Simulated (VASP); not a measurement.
# LiF: relaxation of cell and atoms with PBEsol

Crystal: LiF.

```
F Li
1.0
     2.55953    0.00000    0.00000
     0.00000    2.55953    0.00000
     0.00000    0.00000    2.55953
F Li
1 1
Direct
  0.50000 0.50000 0.50000
  0.00000 0.00000 0.00000
```

```json
{
 "Program": "VASP 6.6.1",
 "Task": "relaxation of cell and atoms",
 "Functional": "PBEsol",
 "Potentials or basis": "VASP PAW PBE potentials, release 64 (F, Li_sv)",
 "Cutoff": "600 eV",
 "k mesh": "10 × 10 × 10",
 "Occupations": "fermi-dirac, width 0.05 eV",
 "Spin": "no spin polarisation",
 "Target pressure": "5 GPa",
 "Dipole correction": "no",
 "Further INCAR settings": "ALGO = Normal; EDIFF = 1e-06; IBRION = 2; EDIFFG = -0.02; NSW = 80; ISIF = 3"
}
```

```json
{
  "Relaxed volume": "7.50 Å³/atom",
  "Relaxed cell": "a = 2.466 Å, b = 2.466 Å, c = 2.466 Å, α = 90.00°, β = 90.00°, γ = 90.00°",
  "Space group after relaxing (to 0.05 Å)": "Pm-3m (No. 221)",
  "Energy change on relaxing (the enthalpy is what falls)": "+1.8 meV/atom",
  "Ionic steps": "4",
  "Pressure after relaxing": "5.0 GPa",
  "Band gap on the k mesh": "8.35 eV, indirect (least direct gap 9.14 eV)"
}
```

The path:
```tsv
step	energy change (eV)	largest force (eV/Å)	pressure (GPa)	volume (Å³)
1	0.0000	0.0000	-3.48	16.77
2	-0.0094	0.0000	0.97	15.71
3	0.0005	0.0000	4.39	15.10
4	0.0035	0.0000	5.00	15.00
```

Final structure:
```
F Li
1.0
     2.46612    0.00000    0.00000
     0.00000    2.46612    0.00000
     0.00000    0.00000    2.46612
F Li
1 1
Direct
  0.50000 0.50000 0.50000
  0.00000 0.00000 0.00000
```

Levels at points of the mesh, in eV from the valence-band top:
| k point | band 1 | band 2 | band 3 | band 4 | band 5 | band 6 | band 7 | band 8 | band 9 |
| --- | --- | --- | --- | --- | --- | --- | --- | --- | --- |
| (0.00, 0.00, 0.00) | -42.02 | -21.20 | -0.80 | -0.80 | -0.80 | 8.35 | 19.24 | 19.24 | 22.13 |
| (0.50, 0.00, 0.00) | -41.94 | -20.63 | -4.26 | -0.33 | -0.33 | 9.55 | 15.13 | 21.23 | 21.23 |
| (0.50, 0.50, 0.00) | -41.88 | -19.93 | -3.84 | -3.84 | 0.00 | 13.90 | 14.39 | 14.39 | 20.43 |
| (0.50, 0.50, 0.50) | -41.83 | -19.37 | -2.66 | -2.66 | -2.66 | 11.20 | 11.20 | 11.20 | 25.63 |

Run time: 28 s on 1 thread of AMD EPYC 7R43 64-Core Processor (Zen 3), on a shared host, peak memory 0.08 GiB.

Caveat: the cutoff is under 1.25 times the usual one of these potentials, so pressure, stress and relaxed cells hold a basis-set (Pulay) error; the cell is relaxed towards a set pressure, so the enthalpy falls and the energy may rise; the PAW data sets were made with another functional, which shifts forces and pressure a little. PBEsol gaps usually lie below the measured ones, often by a third to a half.
